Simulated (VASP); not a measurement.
Zn2CdSe3: single point with PBE

Crystal: Zn2CdSe3.

```
CELL_PARAMETERS angstrom
4.39355 0.00000 0.00000
-2.19677 3.80492 0.00000
0.00000 0.00000 8.85641
ATOMIC_POSITIONS crystal
Zn 0.33333 0.66667 0.50000
Zn 0.66667 0.33333 0.50000
Cd 0.00000 0.00000 0.50000
Se 0.00000 0.00000 0.76866
Se 0.00000 0.00000 0.23134
Se 0.00000 0.00000 0.00000
```

The cell was generated, and may not be a known phase.

```
Program                : VASP 6.6.1
Task                   : single point
Functional             : PBE
Potentials or basis    : VASP PAW PBE potentials, release 64 (Zn, Cd, Se)
Cutoff                 : 520 eV
k mesh                 : 6 × 6 × 2
Occupations            : gaussian, width 0.1 eV
Spin                   : no spin polarisation
Dipole correction      : no
Further INCAR settings : ALGO = Normal; EDIFF = 1e-06; NBANDS = 36
```

```yaml
Pressure: 22.9 GPa
Largest_force: 4.120 eV/Å
Band_gap_on_the_k_mesh: zero (bands 27 and 28 overlap by 1.69 eV)
```

Forces in eV/Å, atoms in the order of the input:
```
Zn   0.000  0.000  0.000
Zn   0.000  0.000  0.000
Cd   0.000  0.000  0.000
Se   0.000  0.000 -4.120
Se   0.000  0.000  4.120
Se   0.000  0.000  0.000
```

Stress tensor (GPa, compression positive):
```
 7.86  0.00  0.00
 0.00  7.86  0.00
 0.00  0.00 53.02
```

Levels at points of the mesh, in eV from the Fermi level:
| k point | band 24 | band 25 | band 26 | band 27 | band 28 | band 29 |
| --- | --- | --- | --- | --- | --- | --- |
| (0.00, 0.00, 0.00) | -1.98 | -0.20 | -0.20 | 0.55 | 0.70 | 2.36 |
| (0.50, 0.00, 0.00) | -3.47 | -2.26 | -1.92 | -0.04 | 0.28 | 1.16 |
| (0.00, 0.00, 0.50) | -2.38 | -2.09 | 0.49 | 0.49 | 1.60 | 2.59 |
| (0.50, 0.00, 0.50) | -2.76 | -2.46 | -1.24 | -1.20 | -0.40 | 0.21 |

It took 2.4 min on 1 thread of Intel Xeon 8259CL, with other jobs on the host, peak memory 0.32 GiB.

Caveat: the stress differs along the axes, from 8 to 53 GPa; forces of over 1 eV/Å act on the atoms, so gaps and moduli don't describe the material at rest.
